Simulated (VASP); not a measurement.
The system is B3C.

```
B C
1.0
     2.41039    0.00000    0.00000
    -1.20520    2.08746    0.00000
     0.00000    0.00000    7.50878
B C
3 1
Direct
  0.00000 0.00000 0.00000
  0.66667 0.33333 0.76162
  0.66667 0.33333 0.23838
  0.00000 0.00000 0.50000
```

```yaml
Program: VASP 6.6.1
Task: relaxation of cell and atoms
Functional: PBE
Potentials_or_basis: VASP PAW PBE potentials, release 64 (B, C)
Cutoff: 600 eV
k_mesh: 12 × 12 × 2
Occupations: gaussian, width 0.1 eV
Spin: no spin polarisation
```

At the start: pressure -37.3 GPa; volume 9.45 Å³/atom.

Question: How do energy, volume and symmetry change on relaxing?

Answer: Over 27 steps the energy falls by 1498.8 meV/atom and the volume is 6.61 Å³/atom (-30.0 %); space group P-6m2 (No. 187, to 0.05 Å).

The path:
```csv
step,energy change (eV),largest force (eV/Å),pressure (GPa),volume (Å³)
1,0.0000,0.7435,-37.25,37.78
2,-2.1163,0.1887,-13.79,27.00
3,-2.2173,0.1000,-1.37,25.20
4,-2.2194,0.1546,1.03,24.91
5,-2.4897,0.7949,8.93,24.28
6,-2.7150,2.7951,57.76,21.91
7,-2.7435,2.7916,58.17,21.91
8,-2.8248,2.7314,59.20,21.91
9,-2.9394,2.9524,61.72,21.89
10,-3.4804,2.8180,63.53,21.67
11,-4.4886,2.2657,79.64,20.56
12,-4.6034,0.1276,70.50,20.85
13,-4.5776,1.3899,74.01,20.72
14,-4.5457,1.9296,76.69,20.64
15,-4.8312,2.4421,60.37,21.51
16,-4.8813,3.2766,52.89,22.01
17,-5.2769,2.8639,37.22,22.83
18,-5.7297,1.9944,13.78,24.45
19,-5.8159,0.5243,-13.96,27.91
20,-5.8937,1.0581,-4.71,26.49
21,-5.8940,1.1204,-3.57,26.33
22,-5.9510,0.7664,-2.21,26.38
23,-5.9911,0.3626,0.28,26.48
24,-5.9925,0.1602,-0.15,26.46
25,-5.9925,0.1929,-0.08,26.47
26,-5.9944,0.1004,-0.06,26.46
27,-5.9951,0.0020,-0.01,26.46
```

Final structure:
```
B C
1.0
     2.86116    0.00000    0.00000
    -1.43058    2.47783    0.00000
     0.00000    0.00000    3.73217
B C
3 1
Direct
  0.00000 0.00000 0.00000
  0.66667 0.33333 0.78267
  0.66667 0.33333 0.21733
  0.00000 0.00000 0.50000
```

Caveat: the k points lie up to 0.84 Å⁻¹ apart in the final cell; the volume moved by over 15 % at a fixed basis, so the end points are rough.
